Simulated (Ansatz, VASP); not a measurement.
## Two plane-wave programs on EuS

Contents of INCAR:

```
SYSTEM = EuS
ALGO     = Normal         ! electronic algorithm
EDIFF    = 1E-8           ! SCF threshold, eV
ENCUT    = 520            ! plane-wave cutoff, eV
GGA      = PE             ! functional
GGA_COMPAT= .False.      
ISIF     = 2              ! what is computed and relaxed
ISMEAR   = -1             ! smearing method
ISPIN    = 2              ! spin polarisation
LASPH    = .True.         ! aspherical terms in the spheres
LCHARG   = .False.        ! write CHGCAR
LEFG     = .True.       
LMAXMIX  = 6              ! l up to which the mixer works
LORBIT   = 11             ! projections on sites
LREAL    = .False.        ! projectors in reciprocal space
LWAVE    = .False.        ! write WAVECAR
MAGMOM   = 7 0            ! initial moments
NBANDS   = 22             ! bands
NELM     = 200            ! most SCF steps
PREC     = Accurate       ! precision mode
SIGMA    = 0.08           ! smearing width, eV
```

The input KPOINTS:

```
k-points
0
Gamma
  10 10 10
  0 0 0
```

POSCAR

```
EuS
1.0
    0.0000000000      2.9045980064      2.9045980064
    2.9045980064      0.0000000000      2.9045980064
    2.9045980064      2.9045980064      0.0000000000
Eu S
1 1
Direct
    0.0000000000      0.0000000000      0.0000000000
    0.5000000000      0.5000000000      0.5000000000
```

Input for Ansatz:

```yaml
crystal:
  lattice:
    - [0.0, 2.9045980064, 2.9045980064]
    - [2.9045980064, 0.0, 2.9045980064]
    - [2.9045980064, 2.9045980064, 0.0]
  atoms:
    - { symbol: Eu, position: [0.0, 0.0, 0.0], spin: 7.0 }
    - { symbol: S, position: [0.5, 0.5, 0.5] }
magnetization:
  spin_polarized: true
kpoints:
  mp_grid: { grid: [10, 10, 10] }
scf:
  occupations: { method: fermi_dirac, width: 0.08 }
hamiltonian:
  xc: pbe
  pseudopotentials: { kind: paw }
output:
  forces: true
  stress: true
  eigenvalues: true
  efg: { contact_densities: true }
```

Change from the starting cell: volume scaled by 0.98, PAW files.

Alike in both runs: task electric field gradients; functional PBE; k mesh 10 × 10 × 10; occupations fermi-dirac, width 0.08 eV; collinear spin.

|  | VASP | Ansatz |
| --- | --- | --- |
| version | VASP 6.6.1 | Ansatz 0.2.0 |
| potentials or method | VASP PAW PBE potentials, release 64 (Eu, S) | PAW with Ansatz's default frozen-core files, scalar-relativistic |
| plane-wave cutoff (eV) | 520 | 420 |
| valence electrons in the cell | 23 | 23 |

```csv
,VASP,Ansatz,Ansatz less VASP
pressure (GPa),0.8,1.1,+0.31
net moment per atom (μB),3.47,3.47,+0.003
size of the moment on the site where the two differ most (μB),6.55,6.70,+0.149
```

Site moments also hang on the region over which each program counts them.

Neither program's run includes spin-orbit coupling.
